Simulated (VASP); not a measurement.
# Be16N (a cell with a defect) in VASP: relaxation of the atoms with PBE+D3(BJ)

Aim: the relaxation of the atoms of Be16N (a cell with a defect) with PBE+D3(BJ).

All numbers are computed with VASP 6.6.1; they aren't measurements. Logs are shortened: lines on timing, memory, paths and dates and some standing lists are left out, and cuts for length are marked.

## Step 1: The cell of the first run

The cell holds a defect, 17 atoms: a = 4.580 Å, b = 3.966 Å, c = 7.177 Å, α = 90.00°, β = 90.00°, γ = 90.00°.

## Step 2: Relaxation of the atoms, PBE+D3(BJ)

File INCAR:

```
SYSTEM = Be16N
ALGO     = Normal         ! electronic algorithm
EDIFF    = 1E-7           ! SCF threshold, eV
EDIFFG   = -0.08          ! ionic threshold
ENCUT    = 520            ! plane-wave cutoff, eV
GGA      = PE             ! functional
IBRION   = 2              ! ionic algorithm
ISIF     = 2              ! what is computed and relaxed
ISMEAR   = -1             ! smearing method
IVDW     = 12             ! dispersion correction
LASPH    = .TRUE.         ! aspherical terms in the spheres
LCHARG   = .FALSE.        ! write CHGCAR
LREAL    = Auto         
LWAVE    = .FALSE.        ! write WAVECAR
NELM     = 100            ! most SCF steps
NSW      = 45             ! ionic steps
PREC     = Accurate       ! precision mode
SIGMA    = 0.15           ! smearing width, eV
```

File KPOINTS:

```
k-points
0
G
  3 3 2
  0 0 0
```

File POSCAR:

```
Be16N
1.0
   -2.2900000000     -3.9663960000      0.0000000000
    3.4350000000     -1.9831980000      0.0000000000
    0.0000000000      0.0000000000      7.1768600000
Be N
16 1
Direct
    0.7500000000      0.5000000000      0.0000000000
    0.5000000000      0.3333333000      0.2500000000
    0.7500000000      0.5000000000      0.5000000000
    0.5000000000      0.3333333000      0.7500000000
    0.5000000000      0.0000000000      0.0000000000
    0.2500000000      0.8333333000      0.2500000000
    0.5000000000      0.0000000000      0.5000000000
    0.2500000000      0.8333333000      0.7500000000
    0.2500000000      0.5000000000      0.0000000000
    0.0000000000      0.3333333000      0.2500000000
    0.2500000000      0.5000000000      0.5000000000
    0.0000000000      0.3333333000      0.7500000000
    0.0000000000      0.0000000000      0.0000000000
    0.7500000000      0.8333333000      0.2500000000
    0.0000000000      0.0000000000      0.5000000000
    0.7500000000      0.8333333000      0.7500000000
    0.2547132000      0.1934462000      0.6222317000
```

Potentials or basis: VASP PAW PBE potentials, release 64 (Be, N).

The run is started by

```sh
> cat potpaw_PBE.64/Be/POTCAR potpaw_PBE.64/N/POTCAR > POTCAR
> mpirun -np 1 vasp_std > vasp.out
```

OUTCAR:

```text
SYSTEM = Be16N
   EDIFF = 1E-7
   EDIFFG = -0.08
   ENCUT = 520
   GGA = PE
   IBRION = 2
   ISIF = 2
   ISMEAR = -1
   IVDW = 12
   LASPH = .TRUE.
   LREAL = Auto
   NELM = 100
   NSW = 45
   PREC = Accurate
 IVDW          = 12

 ion  position               nearest neighbor table
   1  0.750  0.500  0.000-  14 2.23  16 2.23   2 2.23   4 2.23  10 2.23  12 2.23   9 2.29  13 2.29
                             5 2.29   9 2.29  13 2.29   5 2.29
   2  0.500  0.333  0.250-   5 2.23   7 2.23   1 2.23   3 2.23   9 2.23  11 2.23  10 2.29  14 2.29
                             6 2.29  10 2.29  14 2.29   6 2.29
   3  0.750  0.500  0.500-  14 2.23  16 2.23   2 2.23   4 2.23  10 2.23  12 2.23  15 2.29  11 2.29
                             7 2.29  11 2.29  15 2.29   7 2.29
   4  0.500  0.333  0.750-  17 1.55   7 2.23   5 2.23   3 2.23   1 2.23  11 2.23   9 2.23  16 2.29
                            12 2.29   8 2.29  12 2.29  16 2.29   8 2.29
   5  0.500  0.000  0.000-   2 2.23   4 2.23   6 2.23   8 2.23  14 2.23  16 2.23   1 2.29  13 2.29
                             9 2.29  13 2.29   9 2.29   1 2.29
   6  0.250  0.833  0.250-   9 2.23  11 2.23   5 2.23   7 2.23  13 2.23  15 2.23  14 2.29   2 2.29
                            10 2.29  14 2.29  10 2.29   2 2.29
   7  0.500  0.000  0.500-  17 1.62   4 2.23   2 2.23   8 2.23   6 2.23  16 2.23  14 2.23   3 2.29
                            15 2.29  11 2.29  15 2.29  11 2.29   3 2.29
   8  0.250  0.833  0.750-  17 1.70  11 2.23   9 2.23   7 2.23   5 2.23  15 2.23  13 2.23  16 2.29
                             4 2.29  12 2.29  16 2.29  12 2.29   4 2.29
   9  0.250  0.500  0.000-   6 2.23   8 2.23  10 2.23  12 2.23   2 2.23   4 2.23   1 2.29   5 2.29
                            13 2.29   1 2.29  13 2.29   5 2.29
  10  0.000  0.333  0.250-  13 2.23  15 2.23   9 2.23  11 2.23   1 2.23   3 2.23   2 2.29   6 2.29
                            14 2.29   2 2.29  14 2.29   6 2.29
  11  0.250  0.500  0.500-  17 1.50   8 2.23   6 2.23  12 2.23  10 2.23   4 2.23   2 2.23   3 2.29
                             7 2.29  15 2.29   3 2.29  15 2.29   7 2.29
  12  0.000  0.333  0.750-  17 1.58  15 2.23  13 2.23  11 2.23   9 2.23   3 2.23   1 2.23   8 2.29
                             4 2.29  16 2.29   4 2.29  16 2.29   8 2.29
  13  0.000  0.000  0.000-  10 2.23  12 2.23  14 2.23  16 2.23   6 2.23   8 2.23   5 2.29   9 2.29
                             1 2.29   5 2.29   9 2.29   1 2.29
  14  0.750  0.833  0.250-   1 2.23   3 2.23  13 2.23  15 2.23   5 2.23   7 2.23   6 2.29  10 2.29
                             2 2.29   6 2.29  10 2.29   2 2.29
  15  0.000  0.000  0.500-  17 1.65  12 2.23  10 2.23  16 2.23  14 2.23   8 2.23   6 2.23   7 2.29
                            11 2.29   3 2.29   7 2.29  11 2.29   3 2.29
  16  0.750  0.833  0.750-   1 2.23   3 2.23  13 2.23  15 2.23   5 2.23   7 2.23   8 2.29  12 2.29
                             4 2.29   8 2.29  12 2.29   4 2.29
  17  0.255  0.193  0.622-  11 1.50   4 1.55  12 1.58   7 1.62  15 1.65   8 1.70

  LATTYP: Found a simple orthorhombic cell.
 ALAT       =     3.9663962620
 B/A-ratio  =     1.1547004875
 C/A-ratio  =     1.8094157835

  Lattice vectors:

 A1 = (  -3.4350000000,   1.9831980000,   0.0000000000)
 A2 = (  -2.2900000000,  -3.9663960000,   0.0000000000)
 A3 = (   0.0000000000,   0.0000000000,   7.1768600000)

Analysis of symmetry for initial positions (statically):
=====================================================================
 Subroutine PRICEL returns:
 Original cell was already a primitive cell.

 Routine SETGRP: Setting up the symmetry group for a
 simple orthorhombic supercell.

 Subroutine GETGRP returns: Found  1 space group operations
 (whereof  1 operations were pure point group operations)
 out of a pool of  8 trial point group operations.

The static configuration has the point symmetry C_1 .

Analysis of symmetry for dynamics (positions and initial velocities):
=====================================================================
 Subroutine PRICEL returns:
 Original cell was already a primitive cell.

 Routine SETGRP: Setting up the symmetry group for a
 simple orthorhombic supercell.

 Subroutine GETGRP returns: Found  1 space group operations
 (whereof  1 operations were pure point group operations)
 out of a pool of  8 trial point group operations.

The dynamic configuration has the point symmetry C_1 .

 Subroutine INISYM returns: Found  1 space group operations
 (whereof  1 operations are pure point group operations),
 and found     1 'primitive' translations

----------------------------------------------------------------------------------------

                                     Primitive cell

  volume of cell :     130.3755

  direct lattice vectors                    reciprocal lattice vectors
    -2.290000000 -3.966396000  0.000000000    -0.109170306 -0.189088533  0.000000000
     3.435000000 -1.983198000  0.000000000     0.218340611 -0.126059022  0.000000000
     0.000000000  0.000000000  7.176860000     0.000000000  0.000000000  0.139336702

  length of vectors
     4.579999697  3.966396262  7.176860000     0.218340626  0.252118027  0.139336702

  position of ions in fractional coordinates (direct lattice)
     0.750000000  0.500000000  0.000000000
     0.500000000  0.333333300  0.250000000
     0.750000000  0.500000000  0.500000000
     0.500000000  0.333333300  0.750000000
     0.500000000  0.000000000  0.000000000
     0.250000000  0.833333300  0.250000000
[... 9 lines left out ...]
     0.750000000  0.833333300  0.750000000
     0.254713200  0.193446200  0.622231700

  ion indices of the primitive-cell ions
   primitive index   ion index
                 1           1
                 2           2
                 3           3
                 4           4
                 5           5
                 6           6
[... 9 lines left out ...]
                16          16
                17          17

----------------------------------------------------------------------------------------

 KPOINTS: k-points

Automatic generation of k-mesh.
 Grid dimensions read from file:
 generate k-points for:    3    3    2

 Generating k-lattice:

  Cartesian coordinates                     Fractional coordinates (reciprocal lattice)
    -0.036390102 -0.063029511  0.000000000     0.333333333  0.000000000  0.000000000
     0.072780204 -0.042019674  0.000000000    -0.000000000  0.333333333  0.000000000
     0.000000000  0.000000000  0.069668351     0.000000000  0.000000000  0.500000000

  Length of vectors
     0.072780209  0.084039342  0.069668351

  Shift w.r.t. Gamma in fractional coordinates (k-lattice)
     0.000000000  0.000000000  0.000000000

 Subroutine IBZKPT returns following result:
 ===========================================

 Found     10 irreducible k-points:

 Following reciprocal coordinates:
            Coordinates               Weight
  0.000000  0.000000  0.000000      1.000000
  0.333333  0.000000  0.000000      2.000000
  0.000000  0.333333  0.000000      2.000000
  0.333333  0.333333  0.000000      2.000000
 -0.333333  0.333333  0.000000      2.000000
  0.000000  0.000000  0.500000      1.000000
  0.333333  0.000000  0.500000      2.000000
  0.000000  0.333333  0.500000      2.000000
  0.333333  0.333333  0.500000      2.000000
 -0.333333  0.333333  0.500000      2.000000
   k-points           NKPTS =     10   k-points in BZ     NKDIM =     10   number of bands    NBANDS=     27
   number of dos      NEDOS =    301   number of ions     NIONS =     17
   total plane-waves  NPLWV =  58320
   dimension x,y,z NGX =    36 NGY =   30 NGZ =   54
   dimension x,y,z NGXF=    72 NGYF=   60 NGZF=  108
   ions per type =              16   1
   NGX,Y,Z   is equivalent  to a cutoff of  13.07, 12.57, 12.51 a.u.
   NGXF,Y,Z  is equivalent  to a cutoff of  26.13, 25.15, 25.02 a.u.
 SYSTEM =  Be16N
   PREC   = accura    normal or accurate (medium, high low for compatibility)
   ISTART =      0    job   : 0-new  1-cont  2-samecut
   ICHARG =      2    charge: 1-file 2-atom 10-const
   ISPIN  =      1    spin polarized calculation?
   LNONCOLLINEAR =      F non collinear calculations
   LSORBIT =      F    spin-orbit coupling
   LASPH  =      T    aspherical Exc in radial PAW
   ENCUT  =  520.0 eV  38.22 Ry    6.18 a.u.   8.52  7.37 13.34*2*pi/ulx,y,z
   NELM   =    100;   NELMIN=  2; NELMDL= -5     # of ELM steps
   EDIFF  = 0.1E-06   stopping-criterion for ELM
   LREAL  =      T    real-space projection
   EDIFFG = -.8E-01   stopping-criterion for IOM
   NSW    =     45    number of steps for IOM
   IBRION =      2    ionic relax: 0-MD 1-quasi-New 2-CG
   NFREE  =      1    steps in history (QN), initial steepest desc. (CG)
   ISIF   =      2    stress and relaxation
   ISYM   =      2    0-nonsym 1-usesym 2-fastsym
   POTIM  = 0.5000    time-step for ionic-motion
   TEBEG  =    0.0;   TEEND  =   0.0 temperature during run
   PSTRESS=    0.0 pullay stress
   NELECT =      37.0000    total number of electrons
   NUPDOWN=      -1.0000    fix difference up-down
   EMIN   =  10.00;   EMAX   =-10.00  energy-range for DOS
   EFERMI =   0.00;   METHOD = LEGACY
   ISMEAR =    -1;   SIGMA  =   0.15  broadening in eV -4-tet -1-fermi 0-gaus
   EFERMI_NEDOS =   21; number of points for ismear=-14 and -15
   IALGO  =     38    algorithm
   IMIX   =      4    mixing-type and parameters
     AMIX     =   0.40;   BMIX     =  1.00
     AMIX_MAG =   1.60;   BMIX_MAG =  1.00
  volume/ion in A,a.u.               =       7.67        51.75
  Fermi-wavevector in a.u.,A,eV,Ry     =   1.075829  2.033023 15.747503  1.157409
  Thomas-Fermi vector in A             =   2.211697
   LORBIT       =      0    0 simple, 1 ext, 2 COOP (PROOUT), +10 PAW based schemes
   GGA     = PE    functional components
   LHFCALC =     F    Hartree Fock is set to
   AEXX    =    0.0000 exact exchange contribution
   IVDW    =    12    specifies the selected vdW correction
   LEPSILON=     F    determine dielectric tensor
   LRPA    =     F    only Hartree local field effects (RPA)
 conjugate gradient relaxation of ions
 non-spin polarized calculation
  energy-cutoff  :      520.00
  volume of cell :      130.38
 maximum number of plane-waves:      3531
 NGX is ok and might be reduce to    36
   NGX = 17   NGY = 15   NGZ = 27

--------------------------------------- Ionic step        1  -------------------------------------------

 number of electron      37.0000000 magnetization

 Free energy of the ion-electron system (eV)
  ---------------------------------------------------
  ext. energy  EPLUGINS =         0.00000000
  ---------------------------------------------------
  free energy    TOTEN  =       -66.73475758 eV

  energy without entropy =      -66.54299753  energy(sigma->0) =      -66.63887756

------------------------ aborting loop because EDIFF is reached ----------------------------------------

 Edisp (eV)   -5.90903

 E8    (eV) :    -2.0265
[... 150 lines left out ...]
  FREE ENERGIE OF THE ION-ELECTRON SYSTEM (eV)
  ---------------------------------------------------
  free  energy   TOTEN  =       -73.1042009799 eV

  energy  without entropy=      -72.9203376479  energy(sigma->0) =      -73.01226931

[... ionic steps 4 to 7 ...]

--------------------------------------- Ionic step        8  -------------------------------------------

 number of electron      37.0000003 magnetization

------------------------ aborting loop because EDIFF is reached ----------------------------------------
[... 105 lines left out ...]
--------------------------------------- Ionic step       10  -------------------------------------------

 number of electron      37.0000003 magnetization

 Free energy of the ion-electron system (eV)
  ---------------------------------------------------
  ext. energy  EPLUGINS =         0.00000000
  ---------------------------------------------------
  free energy    TOTEN  =       -67.44794360 eV

  energy without entropy =      -67.26962123  energy(sigma->0) =      -67.35878242

 E-fermi :   7.2789     XC(G=0): -10.7462

 val. band max:        7.2527352452   @ k =  -0.3333   0.3333   0.0000
 cond. band min:       7.3801716159   @ k =   0.3333   0.3333   0.5000
 fundamental gap:      0.1274363707
 Fermi energy:         7.2789354944

 k-point     1 :       0.0000    0.0000    0.0000
  band No.  band energies     occupation
      1     -10.5810      2.00000
      2      -3.4428      2.00000
      3      -2.4516      2.00000
      4      -0.8324      2.00000
      5      -0.6951      2.00000
      6      -0.0954      2.00000
[... 337 lines left out ...]
  FREE ENERGIE OF THE ION-ELECTRON SYSTEM (eV)
  ---------------------------------------------------
  free  energy   TOTEN  =       -73.3566710454 eV

  energy  without entropy=      -73.1783486718  energy(sigma->0) =      -73.26750986

 reached required accuracy - stopping structural energy minimisation
```

Wall time 5 min (1 thread of AMD EPYC 9R45 (Zen 5), shared host); peak memory 0.24 GiB.

Results:

- Free energy: -73.3567 eV
- Energy gained by relaxing: 41.9 meV/atom
- Ionic steps: 10
- Pressure after relaxing: 0.7 GPa
- Largest force after relaxing: 0.049 eV/Å
- Band gap on the k mesh: zero (an odd number of electrons rules out a gap without spin polarisation)
- Dispersion energy per atom: -0.348 eV

Forces on the atoms (eV/Å):
```
Be  -0.008  0.005  0.006
Be   0.012 -0.008 -0.025
Be   0.002  0.000  0.015
Be  -0.001 -0.018 -0.001
Be   0.001 -0.001  0.029
Be   0.014 -0.010 -0.022
Be  -0.003 -0.024 -0.005
Be  -0.018  0.010  0.007
Be  -0.010  0.005  0.018
Be   0.013 -0.011 -0.026
Be  -0.032  0.015  0.034
Be   0.013  0.008 -0.003
Be  -0.003 -0.002  0.030
Be   0.019 -0.012 -0.013
Be   0.017  0.011  0.000
Be   0.005  0.001 -0.014
N   -0.020  0.031 -0.031
```

Stress tensor (GPa, compression positive):
```
-0.81 -1.06 -1.50
-1.06 -2.02  0.85
-1.50  0.85  4.89
```

The path:
```tsv
step	energy change (eV)	largest force (eV/Å)	pressure (GPa)
1	0.0000	3.1057	2.82
2	-0.3549	2.9843	0.88
3	-0.4604	1.1842	0.93
4	-0.6540	0.5399	0.22
5	-0.6660	0.4824	0.11
6	-0.7027	0.1685	0.51
7	-0.7060	0.1898	0.68
8	-0.7108	0.1125	0.70
9	-0.7113	0.1354	0.72
10	-0.7129	0.0490	0.69
```

Final structure:
```xyz
17
Lattice="-2.2900 -3.9664 0.0000 3.4350 -1.9832 0.0000 0.0000 0.0000 7.1769" Properties=species:S:1:pos:R:3 pbc="T T T"
Be   -0.0044   -3.9648    0.0466
Be   -0.0036   -2.6616    1.7487
Be    0.1200   -4.0384    3.5311
Be    0.0010   -2.6936    5.4392
Be    2.2793   -3.9784    0.0418
Be    2.3047   -2.6530    1.7385
Be    2.2603   -3.9844    3.5369
Be    2.3323   -2.6700    5.4722
Be    1.1371   -1.9792    0.0549
Be   -1.1324   -4.6161    1.7490
Be    1.1318   -1.9759    3.4800
Be   -1.1054   -4.6062    5.4387
Be    1.1500   -5.9357    0.0416
Be    1.1517   -4.6320    1.7469
Be    1.1468   -5.9189    3.5374
Be    1.0311   -4.5648    5.4369
N     0.0209   -1.3388    4.4864
```

Levels at points of the mesh, in eV from the Fermi level:
```csv
k point,band 16,band 17,band 18,band 19,band 20,band 21
"(0.00, 0.00, 0.00)",-1.74,-1.61,-0.49,0.70,0.73,1.66
"(0.00, 0.00, 0.50)",-1.67,-1.33,-0.39,-0.28,0.23,2.05
```

Caveat: the k points lie up to 0.53 Å⁻¹ apart, too coarse for converged energies and pressures of a metal; the relaxation stopped at a loose force limit of 0.08 eV/Å, so its end isn't a converged minimum.

The gap in the log of VASP goes by the Fermi energy; the results here count the filled bands.